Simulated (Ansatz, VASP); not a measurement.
**One calculation of ZrB2, two programs**

File INCAR:

```
PREC = Accurate ; ENCUT = 520
EDIFF = 1E-7 ; ISMEAR = 0
SIGMA = 0.15 ; LREAL = False
LASPH = True ; NELM = 100
ALGO = Normal ; ISIF = 2
LWAVE = False ; LCHARG = False
NBANDS = 16
```

KPOINTS

```
regular mesh
0
Gamma
  18 18 12
```

Contents of POSCAR:

```
ZrB2
1.0
    3.3195938529      0.0000000000      0.0000000000
   -1.6597969265      2.8748526068      0.0000000000
    0.0000000000      0.0000000000      3.4795982766
Zr B
1 2
Direct
    0.0000000000      0.0000000000      0.0000000000
    0.3333333333      0.6666666667      0.5000000000
    0.6666666667      0.3333333333      0.5000000000
```

Input for Ansatz:

```yaml
crystal:
  lattice:
    - [3.3195938529, 0.0, 0.0]
    - [-1.6597969265, 2.8748526068, 0.0]
    - [0.0, 0.0, 3.4795982766]
  atoms:
    - { symbol: Zr, position: [0.0, 0.0, 0.0] }
    - { symbol: B, position: [0.3333333333, 0.6666666667, 0.5] }
    - { symbol: B, position: [0.6666666667, 0.3333333333, 0.5] }
basis:
  ecutwfc: 520.0
kpoints:
  mp_grid: { grid: [18, 18, 12] }
hamiltonian:
  xc: lda
  pseudopotentials: { kind: paw }
scf:
  occupations: { method: gaussian, width: 0.15 }
output:
  forces: true
  stress: true
  eigenvalues: true
```

Alike in both runs: task single point; functional LDA; k mesh 18 × 18 × 12; occupations gaussian, width 0.15 eV; no spin polarisation.

```csv
,VASP,Ansatz
version,VASP 6.6.1,Ansatz 0.2.0
potentials or method,"VASP PAW LDA potentials, release 64 (Zr_sv, B), cutoff 520 eV","scalar-relativistic, plane waves, PAW"
valence electrons in the cell,18,18
```

Ansatz gave:

```
gap on the k mesh at the Fermi level (eV)                     : none
pressure (GPa)                                                : -24.3
traceless stress, the component that is largest in VASP (GPa) : 12.76
```

**Question.** What did VASP give for the same quantities?

**Answer.** gap on the k mesh at the Fermi level (eV): none; pressure (GPa): -23.9; traceless stress, the component that is largest in VASP (GPa): 12.77.

LDA's correlation is that of Perdew and Zunger in VASP and of Perdew and Wang (1992) in Ansatz. A gap of «none» marks a metal or a gap that the smearing closes.
